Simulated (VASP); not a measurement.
Wanted: the native input for a VASP 6.6.1 run.

| Item | Value |
| --- | --- |
| Task | single point |
| Functional | PBE |
| Potentials or basis | VASP PAW PBE potentials, release 64 (Li_sv) |
| Cutoff | 520 eV |
| k mesh | 20 × 20 × 20 |
| Occupations | gaussian, width 0.15 eV |
| Spin | no spin polarisation |
| Dipole correction | no |
| Further INCAR settings | ALGO = Normal; EDIFF = 1e-07; NBANDS = 8 |

The structure of Li lies in POSCAR:

```
Li
1.0
   -1.7325000000      1.7500000000      1.7500000000
    1.7325000000     -1.7500000000      1.7500000000
    1.7325000000      1.7500000000     -1.7500000000
Li
1
Direct
    0.0000000000      0.0000000000      0.0000000000
```

This cell differs from its parent crystal: strain -0.0100 x Voigt [1, 0, 0, 0, 0, 0].

These files were run (other wordings do the same):

INCAR

```
SYSTEM = Li
PREC = Accurate
ENCUT = 520
EDIFF = 1E-7
ISMEAR = 0
SIGMA = 0.15
LREAL = .FALSE.
LASPH = .TRUE.
NELM = 80
ALGO = Normal
ISIF = 2
LWAVE = .FALSE.
LCHARG = .TRUE.
GGA = PE
LELF = .TRUE.
LVHAR = .TRUE.
NBANDS = 8
```

KPOINTS

```
regular mesh
0
G
  20 20 20
  0 0 0
```

Potentials or basis: VASP PAW PBE potentials, release 64 (Li_sv).

Launch:

```console
$ cat potpaw_PBE.64/Li_sv/POTCAR > POTCAR
$ mpirun -np 1 vasp_std > vasp.out
```

Results of the run:

```
Band gap on the k mesh : zero (an odd number of electrons rules out a gap without spin polarisation)
```

Caveat: the cell differs from its parent crystal (strain -0.0100 x Voigt [1, 0, 0, 0, 0, 0]).

Run time: 64 s on 1 thread of Intel(R) Xeon(R) Platinum 8175M CPU @ 2.50GHz (Skylake/Cascade Lake), with other jobs on the host, peak memory 0.2 GiB.
